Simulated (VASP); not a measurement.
Set up this calculation in VASP 6.6.1, as the native input.

- Task: single point
- Functional: PBEsol
- Potentials or basis: VASP PAW PBE potentials, release 64 (K_sv, S)
- Cutoff: 500 eV
- k mesh: 7 × 7 × 7
- Occupations: fermi-dirac, width 0.03 eV
- Spin: no spin polarisation
- Dipole correction: no
- Further INCAR settings: ALGO = Normal; EDIFF = 1e-06; NBANDS = 19

The structure of K2S lies in POSCAR:

```
K2S
1.0
    0.0000000000      3.2812492384      3.2812492384
    3.2812492384      0.0000000000      3.2812492384
    3.2812492384      3.2812492384      0.0000000000
K S
2 1
Direct
    0.2500000000      0.2500000000      0.2500000000
    0.7500000000      0.7500000000      0.7500000000
    0.0000000000      0.0000000000      0.0000000000
```

One way to write it, as run:

INCAR

```
SYSTEM = K2S
  ALGO = Normal
  EDIFF = 1E-6
  ENCUT = 500
  GGA = PS
  GGA_COMPAT = .False.
  ISIF = 2
  ISMEAR = -1
  LASPH = .True.
  LCHARG = .False.
  LREAL = .False.
  LWAVE = .False.
  NBANDS = 19
  NELM = 120
  PREC = Accurate
  SIGMA = 0.03
```

KPOINTS

```
k-points
0
Gamma
  7 7 7
  0 0 0
```

Potentials or basis: VASP PAW PBE potentials, release 64 (K_sv, S).

The run is started by

```console
$ cat potpaw_PBE.64/K_sv/POTCAR potpaw_PBE.64/S/POTCAR > POTCAR
$ mpirun -np 1 vasp_std > vasp.out
```

It gave:

```yaml
Pressure: 14.3 GPa
Band_gap_on_the_k_mesh: 3.19 eV (least direct gap 3.32 eV)
```

Caveat: the cell stands under pressure; the PAW data sets were made with another functional, which shifts forces and pressure a little; an odd mesh through Γ misses points on the zone boundary, where band edges can lie.

Wall time 43 s on 1 thread of Intel Xeon 8259CL (shared host), peak memory 0.2 GiB.
